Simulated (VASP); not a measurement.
Crystal: LiMg6Mo.

```
Li Mg Mo
1.0
     4.09023    2.36150    2.68343
    -4.09023    2.36150    2.68343
     0.00000   -4.72299    2.68343
Li Mg Mo
1 6 1
Direct
  0.50000 0.50000 0.50000
  0.26500 0.26500 0.92600
  0.92600 0.26500 0.26500
  0.26500 0.92600 0.26500
  0.07400 0.73500 0.73500
  0.73500 0.73500 0.07400
  0.73500 0.07400 0.73500
  0.00000 0.00000 0.00000
```

| Quantity | Value |
| --- | --- |
| Program | VASP 6.6.1 |
| Task | relaxation of cell and atoms |
| Functional | PBE |
| Potentials or basis | VASP PAW PBE potentials, release 64 (Li_sv, Mg, Mo_sv) |
| Cutoff | 600 eV |
| k mesh | 3 × 3 × 3 |
| Occupations | gaussian, width 0.1 eV |
| Spin | no spin polarisation |

At the start: pressure 37.1 GPa; volume 19.44 Å³/atom.

Q: Where does the relaxation end?

A: Over 22 steps the energy falls by 1487.7 meV/atom and the volume is 24.14 Å³/atom (+24.2 %); space group R-3m (No. 166, to 0.1 Å) before and after.

Step by step:
```csv
step,energy change (eV),largest force (eV/Å),pressure (GPa),volume (Å³)
1,0.0000,8.7129,37.11,155.52
2,-9.8060,0.6238,-4.65,280.48
3,-11.1051,0.3316,-0.58,225.89
4,-11.1071,0.2754,-0.83,227.71
5,-11.1468,0.2547,-0.60,223.75
6,-11.2122,0.1535,0.32,212.15
7,-11.2134,0.1258,0.55,209.93
8,-11.2468,0.1115,0.24,210.16
9,-11.2690,0.3455,-0.25,210.46
10,-11.2916,0.3831,-0.27,210.14
11,-11.3577,0.4965,-0.43,208.99
12,-11.4520,0.7209,-0.71,205.97
13,-11.5309,0.6996,-0.66,204.10
14,-11.7134,0.5983,-0.39,198.15
15,-11.5976,0.4409,0.64,184.77
16,-11.7475,0.5392,-0.23,194.93
17,-11.7616,0.4505,-0.07,192.35
18,-11.8315,0.2762,0.10,191.43
19,-11.8765,0.1708,0.52,189.87
20,-11.8959,0.0523,0.10,192.19
21,-11.8996,0.0368,-0.17,193.75
22,-11.9019,0.0399,-0.01,193.10
```

Final structure:
```
Li Mg Mo
1.0
     3.97056    2.29241    3.53588
    -3.97056    2.29241    3.53588
     0.00000   -4.58481    3.53588
Li Mg Mo
1 6 1
Direct
  0.50000 0.50000 0.50000
  0.33151 0.33151 0.96178
  0.96178 0.33151 0.33151
  0.33151 0.96178 0.33151
  0.03822 0.66849 0.66849
  0.66849 0.66849 0.03822
  0.66849 0.03822 0.66849
  0.00000 0.00000 0.00000
```

Caveat: the k points lie up to 0.36 Å⁻¹ apart in the final cell, too coarse for converged energies and pressures of a metal; the cutoff is under 1.25 times the usual one of these potentials, so pressure, stress and relaxed cells hold a basis-set (Pulay) error; the volume moved by over 15 % at a fixed basis, so the end points are rough.
